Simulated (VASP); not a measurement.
# NaH (F-43m) in VASP: single point with PBE

Aim: the single point of NaH with PBE.

All numbers are computed with VASP 6.6.1; they aren't measurements. Logs are shortened: lines on timing, memory, paths and dates and some standing lists are left out, and cuts for length are marked.

**1. The cell of the first run**

It takes space group F-43m (No. 216, cubic). The conventional cell has a = 5.106 Å, b = 5.106 Å, c = 5.106 Å, α = 90.00°, β = 90.00°, γ = 90.00°. Within 2.9 Å of Na (site symmetry -43m) lie 4 H at 2.21 Å. Within 2.9 Å of H (site symmetry -43m) lie 4 Na at 2.21 Å.

**2. Single point, PBE (16.64 Å³/atom)**

Input file INCAR:

```
SYSTEM = NaH
PREC     = Accurate       ! precision mode
ENCUT    = 500            ! plane-wave cutoff, eV
EDIFF    = 1E-6           ! SCF threshold, eV
ISMEAR   = 0              ! smearing method
SIGMA    = 0.01           ! smearing width, eV
LREAL    = .False.        ! projectors in reciprocal space
LASPH    = .True.         ! aspherical terms in the spheres
NELM     = 120            ! most SCF steps
ALGO     = Normal         ! electronic algorithm
ISIF     = 2              ! what is computed and relaxed
LWAVE    = .False.        ! write WAVECAR
LCHARG   = .False.        ! write CHGCAR
GGA      = PE             ! functional
NBANDS   = 11             ! bands
GGA_COMPAT= .False.
```

Input file KPOINTS:

```
Automatic mesh
0
Gamma
  6 6 6
  0 0 0
```

Input file POSCAR:

```
NaH
1.0
    0.0000000000      2.5528969433      2.5528969433
    2.5528969433      0.0000000000      2.5528969433
    2.5528969433      2.5528969433      0.0000000000
Na H
1 1
Direct
    0.0000000000      0.0000000000      0.0000000000
    0.2500000000      0.2500000000      0.2500000000
```

Potentials or basis: VASP PAW PBE potentials, release 64 (Na_pv, H).

Run with:

```console
cat potpaw_PBE.64/Na_pv/POTCAR potpaw_PBE.64/H/POTCAR > POTCAR
mpirun -np 1 vasp_std > vasp.out
```

OUTCAR:

```text
SYSTEM = NaH
   PREC = Accurate
   ENCUT = 500
   EDIFF = 1E-6
   ISMEAR = 0
   LREAL = .False.
   LASPH = .True.
   NELM = 120
   ISIF = 2
   GGA = PE

 ion  position               nearest neighbor table
   1  0.000  0.000  0.000-
   2  0.250  0.250  0.250-

  LATTYP: Found a face centered cubic cell.
 ALAT       =     5.1057938866

  Lattice vectors:

 A1 = (   0.0000000000,   2.5528969433,   2.5528969433)
 A2 = (   2.5528969433,   0.0000000000,   2.5528969433)
 A3 = (   2.5528969433,   2.5528969433,   0.0000000000)

Analysis of symmetry for initial positions (statically):
=====================================================================
 Subroutine PRICEL returns:
 Original cell was already a primitive cell.

 Routine SETGRP: Setting up the symmetry group for a
 face centered cubic supercell.

 Subroutine GETGRP returns: Found 24 space group operations
 (whereof 24 operations were pure point group operations)
 out of a pool of 48 trial point group operations.

The static configuration has the point symmetry T_d .

Analysis of symmetry for dynamics (positions and initial velocities):
=====================================================================
 Subroutine PRICEL returns:
 Original cell was already a primitive cell.

 Routine SETGRP: Setting up the symmetry group for a
 face centered cubic supercell.

 Subroutine GETGRP returns: Found 24 space group operations
 (whereof 24 operations were pure point group operations)
 out of a pool of 48 trial point group operations.

The dynamic configuration has the point symmetry T_d .

 Subroutine INISYM returns: Found 24 space group operations
 (whereof 24 operations are pure point group operations),
 and found     1 'primitive' translations

----------------------------------------------------------------------------------------

                                     Primitive cell

  volume of cell :      33.2759

  direct lattice vectors                    reciprocal lattice vectors
     0.000000000  2.552896943  2.552896943    -0.195855928  0.195855928  0.195855928
     2.552896943  0.000000000  2.552896943     0.195855928 -0.195855928  0.195855928
     2.552896943  2.552896943  0.000000000     0.195855928  0.195855928 -0.195855928

  length of vectors
     3.610341481  3.610341481  3.610341481     0.339232418  0.339232418  0.339232418

  position of ions in fractional coordinates (direct lattice)
     0.000000000  0.000000000  0.000000000
     0.250000000  0.250000000  0.250000000

  ion indices of the primitive-cell ions
   primitive index   ion index
[... 74 lines left out ...]
   TEBEG  =    0.0;   TEEND  =   0.0 temperature during run
   PSTRESS=    0.0 pullay stress
   NELECT =       8.0000    total number of electrons
   NUPDOWN=      -1.0000    fix difference up-down
   EMIN   =  10.00;   EMAX   =-10.00  energy-range for DOS
   EFERMI =   0.00;   METHOD = LEGACY
   ISMEAR =     0;   SIGMA  =   0.01  broadening in eV -4-tet -1-fermi 0-gaus
   EFERMI_NEDOS =   21; number of points for ismear=-14 and -15
   IALGO  =     38    algorithm
   IMIX   =      4    mixing-type and parameters
     AMIX     =   0.40;   BMIX     =  1.00
     AMIX_MAG =   1.60;   BMIX_MAG =  1.00
  volume/ion in A,a.u.               =      16.64       112.28
  Fermi-wavevector in a.u.,A,eV,Ry     =   1.017954  1.923654 14.098774  1.036231
  Thomas-Fermi vector in A             =   2.151384
   LORBIT       =      0    0 simple, 1 ext, 2 COOP (PROOUT), +10 PAW based schemes
   GGA     = PE    functional components
   LHFCALC =     F    Hartree Fock is set to
   AEXX    =    0.0000 exact exchange contribution
   IVDW    =     0    specifies the selected vdW correction
   LEPSILON=     F    determine dielectric tensor
   LRPA    =     F    only Hartree local field effects (RPA)
 non-spin polarized calculation
 Gauss-broadening in eV      SIGMA  =   0.01
  energy-cutoff  :      500.00
  volume of cell :       33.28
 maximum number of plane-waves:       869
 NGX is ok and might be reduce to    28
   NGX = 13   NGY = 13   NGZ = 13

 number of electron       7.9999997 magnetization

 Free energy of the ion-electron system (eV)
  ---------------------------------------------------
  ext. energy  EPLUGINS =         0.00000000
  ---------------------------------------------------
  free energy    TOTEN  =        -4.98119680 eV

  energy without entropy =       -4.98119680  energy(sigma->0) =       -4.98119680

 E-fermi :  -1.6748     XC(G=0):  -7.0353

 val. band max:       -1.7647492527   @ k =  -0.3333   0.5000   0.1667
 cond. band min:       1.9073189658   @ k =   0.5000   0.0000   0.0000
 fundamental gap:      3.6720682186
 Fermi energy:        -1.6747568064

 k-point     1 :       0.0000    0.0000    0.0000
  band No.  band energies     occupation
      1     -23.6512      2.00000
      2     -23.6512      2.00000
      3     -23.6512      2.00000
      4      -4.7191      2.00000
      5       6.7529      0.00000
      6      11.9052      0.00000
      7      11.9052      0.00000
      8      11.9052      0.00000
      9      14.7668      0.00000
     10      14.7668      0.00000
     11      14.7668      0.00000
[... 197 lines left out ...]
 k-point    16 :      -0.3333    0.5000    0.1667
  band No.  band energies     occupation
      1     -23.6979      2.00000
      2     -23.6794      2.00000
      3     -23.6713      2.00000
      4      -1.7647      2.00000
      5       3.9011      0.00000
      6       4.7053      0.00000
      7       6.3821      0.00000
      8      11.0046      0.00000
      9      14.0232      0.00000
     10      15.9931      0.00000
     11      18.9063      0.00000

------------------------ aborting loop because EDIFF is reached ----------------------------------------

  FORCE on cell =-STRESS in cart. coord.  units (eV):
  Direction    XX          YY          ZZ          XY          YZ          ZX
  --------------------------------------------------------------------------------------
  -------------------------------------------------------------------------------------
  Total        0.2535752      0.2535752      0.2535752      0.0000000      0.0000000      0.0000000
  in kB       12.2092107     12.2092107     12.2092107      0.0000000      0.0000000      0.0000000
  external PRESSURE =      12.2092107 kB  Pullay stress =       0.0000000 kB

 VOLUME and BASIS-vectors are now :
 -----------------------------------------------------------------------------
  energy-cutoff  :      500.00
  volume of cell :       33.28
      direct lattice vectors                 reciprocal lattice vectors
     0.000000000  2.552896943  2.552896943    -0.195855928  0.195855928  0.195855928
     2.552896943  0.000000000  2.552896943     0.195855928 -0.195855928  0.195855928
     2.552896943  2.552896943  0.000000000     0.195855928  0.195855928 -0.195855928

 POSITION                                       TOTAL-FORCE (eV/Angst)
 -----------------------------------------------------------------------------------
      0.00000      0.00000      0.00000        -0.000000     -0.000000     -0.000000
      1.27645      1.27645      1.27645         0.000000      0.000000      0.000000
 -----------------------------------------------------------------------------------
    total drift:                                0.000000      0.000000      0.000000

  FREE ENERGIE OF THE ION-ELECTRON SYSTEM (eV)
  ---------------------------------------------------
  free  energy   TOTEN  =        -4.9811968030 eV

  energy  without entropy=       -4.9811968030  energy(sigma->0) =       -4.98119680
```

OSZICAR:

```text
N       E                     dE             d eps       ncg     rms          rms(c)
DAV:   1     0.331316955139E+02    0.33132E+02   -0.45283E+03   352   0.700E+02
DAV:   2    -0.430989028935E+01   -0.37442E+02   -0.36989E+02   364   0.179E+02
DAV:   3    -0.552253112267E+01   -0.12126E+01   -0.12113E+01   417   0.321E+01
DAV:   4    -0.553151755461E+01   -0.89864E-02   -0.89854E-02   415   0.278E+00
DAV:   5    -0.553161685176E+01   -0.99297E-04   -0.99297E-04   391   0.305E-01    0.358E+00
DAV:   6    -0.508029398605E+01    0.45132E+00   -0.47290E-01   462   0.264E+00    0.162E+00
DAV:   7    -0.496995809127E+01    0.11034E+00   -0.44624E-01   405   0.215E+00    0.407E-01
DAV:   8    -0.498100834073E+01   -0.11050E-01   -0.21523E-02   358   0.102E+00    0.982E-02
DAV:   9    -0.498118286472E+01   -0.17452E-03   -0.22528E-03   411   0.374E-01    0.230E-02
DAV:  10    -0.498117480953E+01    0.80552E-05   -0.10051E-04   397   0.846E-02    0.723E-03
DAV:  11    -0.498119787643E+01   -0.23067E-04   -0.39030E-05   382   0.248E-02    0.811E-03
DAV:  12    -0.498119675856E+01    0.11179E-05   -0.40755E-06   412   0.770E-03    0.786E-04
DAV:  13    -0.498119680295E+01   -0.44392E-07   -0.19148E-07   218   0.243E-03
   1 F= -.49811968E+01 E0= -.49811968E+01  d E =-.210962E-38
```

stdout:

```text
POSCAR found type information on POSCAR NaH
 POSCAR found :  2 types and       2 ions
 scaLAPACK will be used
 LDA part: xc-table for (Slater+PW92), standard interpolation
 POSCAR, INCAR and KPOINTS ok, starting setup
 FFT: planning ... GRIDC
 FFT: planning ... GRID_SOFT
 FFT: planning ... GRID
 WAVECAR not read
 entering main loop
```

Wall time 13 s (1 thread of Intel Xeon Platinum 8259CL at 2.50GHz (Skylake/Cascade Lake), shared host); peak memory 0.14 GiB.

Results:

| Quantity | Value |
| --- | --- |
| Free energy | -4.9812 eV |
| Pressure | 1.2 GPa |
| Band gap on the k mesh | 3.67 eV (least direct gap 4.39 eV) |

Levels at points of the mesh, in eV from the valence-band top:
```tsv
k point	band 1	band 2	band 3	band 4	band 5	band 6	band 7	band 8	band 9
(0.00, 0.00, 0.00)	-21.89	-21.89	-21.89	-2.95	8.52	13.67	13.67	13.67	16.53
(0.50, 0.00, 0.00)	-21.94	-21.89	-21.89	-0.72	3.67	11.04	12.92	12.92	14.65
(0.50, 0.50, 0.00)	-21.94	-21.91	-21.91	-0.06	5.13	7.62	10.03	10.03	12.80
```

A k mesh can miss the band edges.
